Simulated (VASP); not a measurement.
# Sr2Ge2As (P-3m1) in VASP: a series of runs, part 2 of 2

VASP 6.6.1. Earlier steps stand in the parts before.

### 3 Single point, PBE

This run uses another cell than the first one, of 29.98 Å³/atom.

Contents of INCAR:

```
SYSTEM = Sr2Ge2As
PREC = Accurate
ENCUT = 520
EDIFF = 1E-6
ISMEAR = 0
SIGMA = 0.1
LREAL = .FALSE.
LASPH = .TRUE.
NELM = 80
ALGO = Normal
ISIF = 2
LWAVE = .FALSE.
LCHARG = .TRUE.
GGA = PE
LELF = .TRUE.
LVHAR = .TRUE.
NBANDS = 34
```

Contents of KPOINTS:

```
regular mesh
0
G
  12 12 4
  0 0 0
```

Contents of POSCAR:

```
Sr2Ge2As
1.0
    4.2814941750      0.0000000000      0.0000000000
   -2.1407470875      3.7078827217      0.0000000000
    0.0000000000      0.0000000000      9.4409520000
Sr Ge As
2 2 1
Direct
    0.3333333333      0.6666666667      0.1882380000
    0.6666666667      0.3333333333      0.8117620000
    0.3333333333      0.6666666667      0.5514250000
    0.6666666667      0.3333333333      0.4485750000
    0.0000000000      0.0000000000      0.0000000000
```

Potentials or basis: VASP PAW PBE potentials, release 64 (Sr_sv, Ge_d, As).

Command:

```
cat potpaw_PBE.64/Sr_sv/POTCAR potpaw_PBE.64/Ge_d/POTCAR potpaw_PBE.64/As/POTCAR > POTCAR
mpirun -np 1 vasp_std > vasp.out
```

OUTCAR:

```text
SYSTEM = Sr2Ge2As
   PREC = Accurate
   ENCUT = 520
   EDIFF = 1E-6
   ISMEAR = 0
   LREAL = .FALSE.
   LASPH = .TRUE.
   NELM = 80
   ISIF = 2
   GGA = PE

 ion  position               nearest neighbor table
   1  0.333  0.667  0.188-   5 3.04   5 3.04   5 3.04   3 3.43   4 3.49   4 3.49   4 3.49   2 4.33
                             2 4.33   2 4.33
   2  0.667  0.333  0.812-   5 3.04   5 3.04   5 3.04   4 3.43   3 3.49   3 3.49   3 3.49   1 4.33
                             1 4.33   1 4.33
   3  0.333  0.667  0.551-   4 2.66   4 2.66   4 2.66   1 3.43   2 3.49   2 3.49   2 3.49
   4  0.667  0.333  0.449-   3 2.66   3 2.66   3 2.66   2 3.43   1 3.49   1 3.49   1 3.49
   5  0.000  0.000  0.000-   1 3.04   2 3.04   1 3.04   2 3.04   2 3.04   1 3.04

  LATTYP: Found a hexagonal cell.
 ALAT       =     4.2814941750
 C/A-ratio  =     2.2050601061

  Lattice vectors:

 A1 = (   4.2814941750,   0.0000000000,   0.0000000000)
 A2 = (  -2.1407470875,   3.7078827217,   0.0000000000)
 A3 = (   0.0000000000,   0.0000000000,   9.4409520000)

Analysis of symmetry for initial positions (statically):
=====================================================================
 Subroutine PRICEL returns:
 Original cell was already a primitive cell.

 Routine SETGRP: Setting up the symmetry group for a
 hexagonal supercell.

 Subroutine GETGRP returns: Found 12 space group operations
 (whereof 12 operations were pure point group operations)
 out of a pool of 24 trial point group operations.

The static configuration has the point symmetry D_3d.

Analysis of symmetry for dynamics (positions and initial velocities):
=====================================================================
 Subroutine PRICEL returns:
 Original cell was already a primitive cell.

 Routine SETGRP: Setting up the symmetry group for a
 hexagonal supercell.

 Subroutine GETGRP returns: Found 12 space group operations
 (whereof 12 operations were pure point group operations)
 out of a pool of 24 trial point group operations.

The dynamic configuration has the point symmetry D_3d.

 Subroutine INISYM returns: Found 12 space group operations
 (whereof 12 operations are pure point group operations),
 and found     1 'primitive' translations

----------------------------------------------------------------------------------------

                                     Primitive cell

  volume of cell :     149.8777

  direct lattice vectors                    reciprocal lattice vectors
     4.281494175  0.000000000  0.000000000     0.233563321  0.134847846  0.000000000
    -2.140747087  3.707882722  0.000000000     0.000000000  0.269695693  0.000000000
     0.000000000  0.000000000  9.440952000     0.000000000  0.000000000  0.105921521

  length of vectors
     4.281494175  4.281494175  9.440952000     0.269695693  0.269695693  0.105921521

  position of ions in fractional coordinates (direct lattice)
     0.333333333  0.666666667  0.188238000
     0.666666667  0.333333333  0.811762000
     0.333333333  0.666666667  0.551425000
     0.666666667  0.333333333  0.448575000
     0.000000000  0.000000000  0.000000000

  ion indices of the primitive-cell ions
   primitive index   ion index
                 1           1
                 2           2
                 3           3
                 4           4
[... 29 lines left out ...]
            Coordinates               Weight
  0.000000  0.000000  0.000000      1.000000
  0.083333  0.000000  0.000000      6.000000
  0.166667  0.000000  0.000000      6.000000
  0.250000  0.000000  0.000000      6.000000
  0.333333 -0.000000  0.000000      6.000000
  0.416667 -0.000000  0.000000      6.000000
[... 16 lines left out ...]
  0.166667  0.000000  0.250000      6.000000
  0.000000  0.166667  0.250000      6.000000
 [... further k-points ...]
   k-points           NKPTS =     69   k-points in BZ     NKDIM =     69   number of bands    NBANDS=     34
   number of dos      NEDOS =    301   number of ions     NIONS =      5
   total plane-waves  NPLWV =  71680
   dimension x,y,z NGX =    32 NGY =   32 NGZ =   70
   dimension x,y,z NGXF=    64 NGYF=   64 NGZF=  140
   ions per type =               2   2   1
   NGX,Y,Z   is equivalent  to a cutoff of  12.43, 12.43, 12.33 a.u.
   NGXF,Y,Z  is equivalent  to a cutoff of  24.85, 24.85, 24.65 a.u.
 SYSTEM =  Sr2Ge2As
   PREC   = accura    normal or accurate (medium, high low for compatibility)
   ISTART =      0    job   : 0-new  1-cont  2-samecut
   ICHARG =      2    charge: 1-file 2-atom 10-const
   ISPIN  =      1    spin polarized calculation?
   LNONCOLLINEAR =      F non collinear calculations
   LSORBIT =      F    spin-orbit coupling
   LASPH  =      T    aspherical Exc in radial PAW
   ENCUT  =  520.0 eV  38.22 Ry    6.18 a.u.   7.96  7.96 17.55*2*pi/ulx,y,z
   NELM   =     80;   NELMIN=  2; NELMDL= -5     # of ELM steps
   EDIFF  = 0.1E-05   stopping-criterion for ELM
   LREAL  =      F    real-space projection
   EDIFFG = 0.1E-04   stopping-criterion for IOM
   NSW    =      0    number of steps for IOM
   IBRION =     -1    ionic relax: 0-MD 1-quasi-New 2-CG
   NFREE  =      0    steps in history (QN), initial steepest desc. (CG)
   ISIF   =      2    stress and relaxation
   ISYM   =      2    0-nonsym 1-usesym 2-fastsym
   POTIM  = 0.5000    time-step for ionic-motion
   TEBEG  =    0.0;   TEEND  =   0.0 temperature during run
   PSTRESS=    0.0 pullay stress
   NELECT =      53.0000    total number of electrons
   NUPDOWN=      -1.0000    fix difference up-down
   EMIN   =  10.00;   EMAX   =-10.00  energy-range for DOS
   EFERMI =   0.00;   METHOD = LEGACY
   ISMEAR =     0;   SIGMA  =   0.10  broadening in eV -4-tet -1-fermi 0-gaus
   EFERMI_NEDOS =   21; number of points for ismear=-14 and -15
   IALGO  =     38    algorithm
   IMIX   =      4    mixing-type and parameters
     AMIX     =   0.40;   BMIX     =  1.00
     AMIX_MAG =   1.60;   BMIX_MAG =  1.00
  volume/ion in A,a.u.               =      29.98       202.28
  Fermi-wavevector in a.u.,A,eV,Ry     =   1.157678  2.187694 18.234774  1.340218
  Thomas-Fermi vector in A             =   2.294287
   LORBIT       =      0    0 simple, 1 ext, 2 COOP (PROOUT), +10 PAW based schemes
   GGA     = PE    functional components
   LHFCALC =     F    Hartree Fock is set to
   AEXX    =    0.0000 exact exchange contribution
   IVDW    =     0    specifies the selected vdW correction
   LEPSILON=     F    determine dielectric tensor
   LRPA    =     F    only Hartree local field effects (RPA)
 non-spin polarized calculation
 Gauss-broadening in eV      SIGMA  =   0.10
  energy-cutoff  :      520.00
  volume of cell :      149.88
 maximum number of plane-waves:      4086
   NGX = 15   NGY = 15   NGZ = 35

 number of electron      52.9999986 magnetization

 Free energy of the ion-electron system (eV)
  ---------------------------------------------------
  ext. energy  EPLUGINS =         0.00000000
  ---------------------------------------------------
  free energy    TOTEN  =       -20.19715043 eV

  energy without entropy =      -20.18268321  energy(sigma->0) =      -20.18991682

 E-fermi :   2.5956     XC(G=0):  -8.9358

 val. band max:        2.5846459909   @ k =   0.2500   0.0000   0.2500
 cond. band min:       2.6013538267   @ k =   0.0000   0.0000   0.0000
 fundamental gap:      0.0167078358
 Fermi energy:         2.5955760535

 k-point     1 :       0.0000    0.0000    0.0000
  band No.  band energies     occupation
      1     -32.0799      2.00000
      2     -32.0727      2.00000
      3     -21.5535      2.00000
      4     -21.5535      2.00000
      5     -21.5106      2.00000
      6     -21.5106      2.00000
[... 877 lines left out ...]
     33       7.0677      0.00000
     34       7.1735      0.00000

 [... further k-points ...]

------------------------ aborting loop because EDIFF is reached ----------------------------------------

  FORCE on cell =-STRESS in cart. coord.  units (eV):
  Direction    XX          YY          ZZ          XY          YZ          ZX
  --------------------------------------------------------------------------------------
  -------------------------------------------------------------------------------------
  Total        0.0781774      0.0781774      0.0998990      0.0000000      0.0000000      0.0000000
  in kB        0.8357083      0.8357083      1.0679098      0.0000000      0.0000000      0.0000000
  external PRESSURE =       0.9131088 kB  Pullay stress =       0.0000000 kB

 VOLUME and BASIS-vectors are now :
 -----------------------------------------------------------------------------
  energy-cutoff  :      520.00
  volume of cell :      149.88
      direct lattice vectors                 reciprocal lattice vectors
     4.281494175  0.000000000  0.000000000     0.233563321  0.134847846  0.000000000
    -2.140747087  3.707882722  0.000000000     0.000000000  0.269695693  0.000000000
     0.000000000  0.000000000  9.440952000     0.000000000  0.000000000  0.105921521

 POSITION                                       TOTAL-FORCE (eV/Angst)
 -----------------------------------------------------------------------------------
     -0.00000      2.47192      1.77715        -0.000000      0.000000      0.016849
      2.14075      1.23596      7.66381        -0.000000      0.000000     -0.016849
     -0.00000      2.47192      5.20598         0.000000     -0.000000      0.003231
      2.14075      1.23596      4.23498        -0.000000      0.000000     -0.003231
      0.00000      0.00000      0.00000        -0.000000      0.000000     -0.000000
 -----------------------------------------------------------------------------------
    total drift:                               -0.000000      0.000000      0.000000

  FREE ENERGIE OF THE ION-ELECTRON SYSTEM (eV)
  ---------------------------------------------------
  free  energy   TOTEN  =       -20.1971504307 eV

  energy  without entropy=      -20.1826832097  energy(sigma->0) =      -20.18991682
```

It took 3.1 min on 1 thread of Intel Xeon 6975P-C (Granite Rapids), shared host; peak memory 0.49 GiB.

What came out:

| Quantity | Value |
| --- | --- |
| Free energy | -20.1972 eV |
| Pressure | 0.1 GPa |
| Largest force | 0.017 eV/Å |
| Band gap on the k mesh | zero (an odd number of electrons rules out a gap without spin polarisation) |

Forces in eV/Å, atoms in the order of the input:
```
Sr   0.000  0.000  0.017
Sr   0.000  0.000 -0.017
Ge   0.000  0.000  0.003
Ge   0.000  0.000 -0.003
As   0.000  0.000  0.000
```

Levels at points of the mesh, in eV from the Fermi level:
| k point | band 25 | band 26 | band 27 | band 28 | band 29 | band 30 |
| --- | --- | --- | --- | --- | --- | --- |
| (0.00, 0.00, 0.00) | 0.01 | 0.04 | 0.06 | 0.06 | 3.02 | 3.02 |
| (0.50, 0.00, 0.00) | -0.91 | -0.74 | -0.16 | 0.79 | 2.08 | 3.20 |
| (0.00, 0.00, 0.50) | -0.18 | 0.24 | 0.24 | 1.57 | 2.38 | 2.66 |
| (0.50, 0.00, 0.50) | -0.78 | -0.77 | -0.21 | 0.98 | 1.34 | 3.97 |

Caveat: an odd number of electrons without spin polarisation forces a metal; a magnetic or distorted state may lie lower.

### 4 Single point, PBE (30.87 Å³/atom)

This run uses another cell than the first one, of 30.87 Å³/atom.

Contents of INCAR:

```
PREC = Accurate
ENCUT = 520
EDIFF = 1E-7
ISMEAR = 0
SIGMA = 0.1
LREAL = F
LASPH = T
NELM = 80
ALGO = Normal
ISIF = 2
LWAVE = F
LCHARG = T
GGA = PE
LELF = T
LVHAR = T
NBANDS = 34
```

Contents of KPOINTS:

```
regular mesh
0
Gamma
  12 12 4
```

Contents of POSCAR:

```
Sr2Ge2As
1.0
    4.3294741911      0.0000000000      0.0000000000
   -2.1647370955      3.7494346345      0.0000000000
    0.0000000000      0.0000000000      9.5098445769
Sr Ge As
2 2 1
Direct
    0.3333333333      0.6666666667      0.1857055609
    0.6666666667      0.3333333333      0.8142944391
    0.3333333333      0.6666666667      0.5503018671
    0.6666666667      0.3333333333      0.4496981329
    0.0000000000      0.0000000000      0.0000000000
```

Command:

```
cat potpaw_PBE.64/Sr_sv/POTCAR potpaw_PBE.64/Ge_d/POTCAR potpaw_PBE.64/As/POTCAR > POTCAR
mpirun -np 1 vasp_std > vasp.out
```

Run time: 4.7 min. Hardware: 1 thread of Intel Xeon 6975P-C (Granite Rapids), shared host; peak memory 0.49 GiB.

The run converged. Its results:

- Free energy: -20.1864 eV
- Pressure: -0.8 GPa
- Largest force: 0.016 eV/Å
- Band gap on the k mesh: zero (an odd number of electrons rules out a gap without spin polarisation)

Forces on the atoms (eV/Å):
```
Sr   0.000  0.000  0.016
Sr   0.000  0.000 -0.016
Ge   0.000  0.000  0.005
Ge   0.000  0.000 -0.005
As   0.000  0.000  0.000
```

Levels at points of the mesh, in eV from the Fermi level:
```
           k point  band 25  band 26  band 27  band 28  band 29  band 30
(0.00, 0.00, 0.00)    -0.12     0.04     0.04     0.11     2.99     2.99
(0.50, 0.00, 0.00)    -0.87    -0.66    -0.16     0.78     2.06     3.26
(0.00, 0.00, 0.50)    -0.34     0.20     0.20     1.60     2.42     2.67
(0.50, 0.00, 0.50)    -0.75    -0.71    -0.21     0.96     1.40     3.89
```

Caveat: an odd number of electrons without spin polarisation forces a metal; a magnetic or distorted state may lie lower.

### 5 Single point, PBE (31.77 Å³/atom)

This run uses another cell than the first one, of 31.77 Å³/atom.

Contents of INCAR:

```
ALGO = Normal
EDIFF = 1E-7
ENCUT = 520
GGA = PE
ISIF = 2
ISMEAR = 0
LASPH = True
LCHARG = True
LELF = True
LREAL = False
LVHAR = True
LWAVE = False
NBANDS = 34
NELM = 80
PREC = Accurate
SIGMA = 0.1
```

Contents of KPOINTS:

```
k-points
0
Gamma
  12 12 4
```

Contents of POSCAR:

```
Sr2Ge2As
1.0
    4.3746524639      0.0000000000      0.0000000000
   -2.1873262319      3.7885601665      0.0000000000
    0.0000000000      0.0000000000      9.5857314060
Sr Ge As
2 2 1
Direct
    0.3333333333      0.6666666667      0.1830087626
    0.6666666667      0.3333333333      0.8169912374
    0.3333333333      0.6666666667      0.5491543140
    0.6666666667      0.3333333333      0.4508456860
    0.0000000000      0.0000000000      0.0000000000
```

Command:

```
cat potpaw_PBE.64/Sr_sv/POTCAR potpaw_PBE.64/Ge_d/POTCAR potpaw_PBE.64/As/POTCAR > POTCAR
mpirun -np 1 vasp_std > vasp.out
```

Run time: 4.6 min. Hardware: 1 thread of Intel Xeon 6975P-C (Granite Rapids), shared host; peak memory 0.54 GiB.

It converged, with:

* Free energy: -20.1513 eV
* Pressure: -1.6 GPa
* Largest force: 0.016 eV/Å
* Band gap on the k mesh: zero (an odd number of electrons rules out a gap without spin polarisation)

Forces on the atoms (eV/Å):
```
Sr   0.000  0.000  0.016
Sr   0.000  0.000 -0.016
Ge   0.000  0.000  0.010
Ge   0.000  0.000 -0.010
As   0.000  0.000  0.000
```

Levels at points of the mesh, in eV from the Fermi level:
| k point | band 23 | band 24 | band 25 | band 26 | band 27 | band 28 | band 29 | band 30 | band 31 | band 32 |
| --- | --- | --- | --- | --- | --- | --- | --- | --- | --- | --- |
| (0.00, 0.00, 0.00) | -0.41 | -0.41 | -0.23 | 0.02 | 0.02 | 0.18 | 2.97 | 2.97 | 3.61 | 3.61 |
| (0.50, 0.00, 0.00) | -1.85 | -1.59 | -0.84 | -0.59 | -0.17 | 0.77 | 2.04 | 3.31 | 3.74 | 4.05 |
| (0.00, 0.00, 0.50) | -0.50 | -0.50 | -0.49 | 0.16 | 0.16 | 1.62 | 2.44 | 2.67 | 2.67 | 4.10 |
| (0.50, 0.00, 0.50) | -1.58 | -1.32 | -0.73 | -0.65 | -0.20 | 0.93 | 1.45 | 3.80 | 3.95 | 4.05 |

Caveat: an odd number of electrons without spin polarisation forces a metal; a magnetic or distorted state may lie lower.

### 6 Summary

```csv
cell,smearing,gap on the mesh (eV),pressure (GPa),largest force (eV/Å)
"a = 4.275, b = 4.275, c = 9.445 Å, angles 90.0, 90.0, 120.0°, 5 atoms, atomic positions A",fermi-dirac 0.15 eV,none,0.1,0.02
"a = 4.281, b = 4.281, c = 9.441 Å, angles 90.0, 90.0, 120.0°, 5 atoms, atomic positions B",gaussian 0.1 eV,none,0.1,0.02
"a = 4.329, b = 4.329, c = 9.510 Å, angles 90.0, 90.0, 120.0°, 5 atoms, atomic positions C",gaussian 0.1 eV,none,-0.8,0.02
"a = 4.375, b = 4.375, c = 9.586 Å, angles 90.0, 90.0, 120.0°, 5 atoms, atomic positions D",gaussian 0.1 eV,none,-1.6,0.02
```

Alike in all rows: task single point; level PBE; potentials or basis VASP PAW PBE potentials, release 64 (Sr_sv, Ge_d, As); no spin polarisation; k mesh 12 × 12 × 4; cutoff (eV) 520.

Caveats: an odd number of electrons without spin polarisation forces a metal; a magnetic or distorted state may lie lower.

Absolute energies hang on the potentials; compare differences alone.
